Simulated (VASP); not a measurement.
Here is a VASP 6.6.1 calculation.

File INCAR:

```
SYSTEM = BN
ALGO = Normal
DIPOL = 0.5 0.5 0.500
EDIFF = 1E-6
ENCUT = 520
GGA = PE
IDIPOL = 3
ISIF = 2
ISMEAR = 0
LASPH = .True.
LCHARG = .False.
LDIPOL = .True.
LREAL = .False.
LWAVE = .False.
NBANDS = 11
NELM = 80
PREC = Accurate
SIGMA = 0.1
```

KPOINTS

```
k-points
0
Gamma
  8 8 1
  0 0 0
```

Contents of POSCAR:

```
BN
1.0
    2.5080410000      0.0000000000      0.0000000000
   -1.2467110000      2.1762310000      0.0000000000
    0.0000000000      0.0000000000     15.0000000000
B N
1 1
Direct
    0.9787399900      0.9825959900      0.5016933300
    0.6760065300      0.3398855000      0.4983066700
```

Potentials or basis: VASP PAW PBE potentials, release 64 (B, N).

The run is started by

```bash
$ cat potpaw_PBE.64/B/POTCAR potpaw_PBE.64/N/POTCAR > POTCAR
$ mpirun -np 1 vasp_std > vasp.out
```

Q: What does it give for the largest force?

A: 2.749 eV/Å.

Q: What does it give for the band gap on the k mesh?

A: 4.52 eV, indirect (least direct gap 4.71 eV).

Forces on the atoms (eV/Å):
```
B    1.626  2.099 -0.713
N   -1.626 -2.099  0.713
```
